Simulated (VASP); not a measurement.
A run of VASP 6.6.1:

The input INCAR:

```
PREC = Accurate
ENCUT = 520
EDIFF = 1E-6
ISMEAR = 0
SIGMA = 0.1
LREAL = False
LASPH = True
NELM = 80
ALGO = Fast
ISIF = 2
LWAVE = False
LCHARG = True
GGA = PS
LELF = True
LVHAR = True
NBANDS = 10
```

File KPOINTS:

```
Automatic mesh
0
Gamma
  16 16 16
```

POSCAR

```
Li
1.0
    3.4314475492      0.0000000000      0.0000000000
    0.0000000000      3.4314475492      0.0000000000
    0.1372579020      0.0000000000      3.4314475492
Li
2
Direct
    0.0000000000      0.0000000000      0.0000000000
    0.5000000000      0.5000000000      0.5000000000
```

Potentials or basis: VASP PAW PBE potentials, release 64 (Li_sv).

Command:

```console
$ cat potpaw_PBE.64/Li_sv/POTCAR > POTCAR
$ mpirun -np 1 vasp_std > vasp.out
```

Hardware: 1 thread of AMD EPYC 7571, on a shared host.

Task: How long does it take, and how much memory?

Result: It took 18 min on 1 thread of AMD EPYC 7571, with other jobs on the host, peak memory 0.4 GiB. Counts: scf iterations 16, k points 1170.
